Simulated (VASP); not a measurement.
Mg, 1 atom in the cell. The structure is cubic, space group Fm-3m (No. 225). Conventional cell: a = 5.451 Å, b = 5.451 Å, c = 5.451 Å, α = 90.00°, β = 90.00°, γ = 90.00°. Mg (site symmetry m-3m) has 12 Mg at 3.85 Å within 5.1 Å. 

| Item | Value |
| --- | --- |
| Program | VASP 6.6.1 |
| Task | single point |
| Functional | PBE |
| Potentials or basis | VASP PAW PBE potentials, release 64 (Mg) |
| Cutoff | 600 eV |
| k mesh | 6 × 6 × 6 |
| Occupations | fermi-dirac, width 0.1 eV |
| Spin | no spin polarisation |
| Dipole correction | no |
| Further INCAR settings | ALGO = Normal; EDIFF = 1e-06; NBANDS = 7 |

Potentials or basis: VASP PAW PBE potentials, release 64 (Mg).

The run is started by

```sh
$ cat potpaw_PBE.64/Mg/POTCAR > POTCAR
$ mpirun -np 1 vasp_std > vasp.out
```

Hardware: 1 thread of Intel(R) Xeon(R) Platinum 8481C CPU @ 2.70GHz (Sapphire Rapids), with other jobs on the host.

Q: Estimate the wall time of this run.

A: Wall time 2.8 s on 1 thread of Intel(R) Xeon(R) Platinum 8481C CPU @ 2.70GHz (Sapphire Rapids), with other jobs on the host, peak memory 0.17 GiB. Counts: scf iterations 10, k points 16.
